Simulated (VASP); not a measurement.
# NiO: single point with r2SCAN

NiO:

```
Ni O
1.0
     0.00000    2.07038    2.07038
     2.07038    0.00000    2.07038
     4.12875    2.05837   -2.05837
Ni O
2 2
Direct
  0.00000 0.00000 0.00000
  0.50000 0.00000 0.50000
  0.75000 0.50000 0.25000
  0.25000 0.50000 0.75000
```

```
Program             : VASP 6.6.1
Task                : single point
Functional          : r2SCAN
Potentials or basis : VASP PAW PBE potentials, release 64 (Ni, O)
Cutoff              : 520 eV
k mesh              : 10 × 10 × 10
Occupations         : gaussian, width 0.05 eV
Spin                : collinear spin, antiferromagnetic start
Starting moments    : [1.73, -1.73, 0.0, 0.0] μB
```

| Item | Value |
| --- | --- |
| Pressure | 4.7 GPa |
| Band gap on the k mesh | 2.32 eV |
| Net moment | 0.00 μB per cell |
| Site moments | Ni +1.55, -1.55; O +0.00 μB |
| Valence electrons inside the program's atomic spheres | Ni 9.01; O 5.05 |

Levels at points of the mesh, in eV from the valence-band top:
Spin up:
| k point | band 13 | band 14 | band 15 | band 16 | band 17 | band 18 | band 19 | band 20 |
| --- | --- | --- | --- | --- | --- | --- | --- | --- |
| (0.00, 0.00, 0.00) | -1.59 | -0.58 | -0.58 | -0.41 | 3.26 | 3.26 | 3.34 | 7.25 |
| (0.50, 0.00, 0.00) | -0.65 | -0.43 | -0.38 | -0.26 | 2.92 | 3.00 | 9.37 | 9.57 |
| (0.00, 0.50, 0.00) | -0.95 | -0.35 | -0.33 | -0.23 | 3.37 | 3.52 | 7.30 | 8.06 |
| (0.00, 0.00, 0.50) | -0.91 | -0.72 | -0.04 | -0.04 | 2.88 | 2.88 | 6.02 | 6.27 |
Spin down:
| k point | band 12 | band 13 | band 14 | band 15 | band 16 | band 17 | band 18 | band 19 | band 20 | band 21 |
| --- | --- | --- | --- | --- | --- | --- | --- | --- | --- | --- |
| (0.00, 0.00, 0.00) | -1.59 | -1.59 | -0.58 | -0.58 | -0.41 | 3.26 | 3.26 | 3.34 | 7.25 | 12.38 |
| (0.50, 0.00, 0.00) | -1.10 | -0.65 | -0.43 | -0.38 | -0.26 | 2.92 | 3.00 | 9.37 | 9.57 | 11.77 |
| (0.00, 0.50, 0.00) | -0.99 | -0.95 | -0.35 | -0.33 | -0.23 | 3.37 | 3.52 | 7.30 | 8.06 | 12.31 |
| (0.00, 0.00, 0.50) | -0.91 | -0.91 | -0.72 | -0.04 | -0.04 | 2.88 | 2.88 | 6.02 | 6.27 | 14.10 |

It took 24 min on 1 thread of Oxide Virtual Turin-like Processor, with other jobs on the host, peak memory 0.27 GiB.

Caveat: the cell stands under pressure; the PAW data sets were made with another functional, which shifts forces and pressure a little. r2SCAN opens gaps a little over a GGA but as a rule still falls short of measured ones.
